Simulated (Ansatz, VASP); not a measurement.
Two plane-wave programs on Ag

File INCAR:

```
PREC = Accurate ; ENCUT = 520
EDIFF = 1E-6 ; ISMEAR = 0
SIGMA = 0.15 ; LREAL = False
LASPH = True ; NELM = 80
ALGO = Normal ; ISIF = 2
LWAVE = False ; LCHARG = False
GGA = PS ; NBANDS = 12
```

File KPOINTS:

```
regular mesh
0
Gamma
  20 20 20
```

POSCAR

```
Ag
1.0
   -1.5728713000      1.5728713000      1.6970453500
    1.5728713000     -1.5728713000      1.6970453500
    1.5728713000      1.5728713000     -1.6970453500
Ag
1
Direct
    0.0000000000      0.0000000000      0.0000000000
```

Input for Ansatz:

```yaml
crystal:
  lattice:
    - [-1.5728713, 1.5728713, 1.69704535]
    - [1.5728713, -1.5728713, 1.69704535]
    - [1.5728713, 1.5728713, -1.69704535]
  atoms:
    - { symbol: Ag, position: [0.0, 0.0, 0.0] }
basis:
  ecutwfc: 420
kpoints:
  mp_grid: { grid: [20, 20, 20] }
hamiltonian:
  xc: pbesol
scf:
  occupations: { method: gaussian, width: 0.15 }
output:
  forces: true
  stress: true
  eigenvalues: true
```

Change from the starting cell: strain -0.050 along x and y, +0.025 along z, atoms carried along.

Alike in both runs: task single point; functional PBEsol; k mesh 20 × 20 × 20; occupations gaussian, width 0.15 eV; no spin polarisation.

```csv
,VASP,Ansatz
version,VASP 6.6.1,Ansatz 0.2.0
potentials or method,"VASP PAW PBE potentials, release 64 (Ag), cutoff 520 eV","scalar-relativistic, plane waves, PAW"
valence electrons in the cell,11,19
```

Ansatz gave:

```
gap on the k mesh at the Fermi level (eV)                     : none
pressure (GPa)                                                : -0.2
traceless stress, the component that is largest in VASP (GPa) : 0.98
```

Question: Estimate VASP's values.

Answer: gap on the k mesh at the Fermi level (eV): none; pressure (GPa): -0.4; traceless stress, the component that is largest in VASP (GPa): 0.97.

VASP's potentials were made for PBE, not for PBEsol. A gap of «none» marks a metal or a gap that the smearing closes. VASP's potentials hold 11 valence electrons a cell and Ansatz's 19, so a difference there can come from the potentials and not from the codes.
